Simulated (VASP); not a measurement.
## SrTiO3: single point with PBE

The system is SrTiO3.

```
CELL_PARAMETERS angstrom
3.93640 0.00000 0.00000
0.00000 3.93640 0.00000
0.00000 0.00000 3.93640
ATOMIC_POSITIONS crystal
Sr 0.00000 0.96856 0.96856
Ti 0.50000 0.50000 0.50000
O 0.00000 0.50000 0.50000
O 0.50000 0.00000 0.50000
O 0.50000 0.50000 0.00000
```

This cell differs from its parent crystal: all Sr atoms moved +0.175 Å, as atom 1 towards its neighbour atom 3 (O) at 2.783 Å.

```json
{
  "Program": "VASP 6.6.1",
  "Task": "single point",
  "Functional": "PBE",
  "Potentials or basis": "VASP PAW PBE potentials, release 64 (Sr_sv, Ti_sv, O)",
  "Cutoff": "520 eV",
  "k mesh": "8 × 8 × 8",
  "Occupations": "gaussian, width 0.05 eV",
  "Spin": "no spin polarisation",
  "Dipole correction": "no",
  "Further INCAR settings": "ALGO = Normal; EDIFF = 1e-07; NBANDS = 28"
}
```

The pressure is 1.3 GPa. The largest force is 0.647 eV/Å. The band gap on the k mesh is 1.80 eV (least direct gap 2.16 eV).

Forces on the atoms (eV/Å):
```
Sr   0.000  0.457  0.457
Ti   0.000 -0.359 -0.359
O    0.000  0.011  0.011
O    0.000 -0.141  0.032
O    0.000  0.032 -0.141
```

Stress tensor (GPa, compression positive):
```
1.36 0.00 0.00
0.00 1.30 0.77
0.00 0.77 1.30
```

Levels at points of the mesh, in eV from the valence-band top:
```csv
k point,band 18,band 19,band 20,band 21,band 22,band 23
"(0.00, 0.00, 0.00)",-0.37,-0.37,-0.36,1.80,1.82,1.83
"(0.50, 0.00, 0.00)",-1.81,-0.73,-0.71,1.97,3.64,3.66
"(0.00, 0.50, 0.00)",-1.86,-0.74,-0.74,1.96,3.65,3.66
"(0.50, 0.50, 0.00)",-1.54,-1.53,-0.10,3.66,3.67,4.11
"(0.00, 0.50, 0.50)",-1.55,-1.53,-0.06,3.66,3.66,4.12
"(0.50, 0.50, 0.50)",-0.04,-0.01,0.00,4.30,4.31,4.31
```

Wall time 110 s on 1 thread of Intel(R) Xeon(R) 6975P-C (Granite Rapids) (shared host), peak memory 0.29 GiB.

Caveat: the cell differs from its parent crystal (all Sr atoms moved +0.175 Å, as atom 1 towards its neighbour atom 3 (O) at 2.783 Å). A k mesh can miss the band edges.
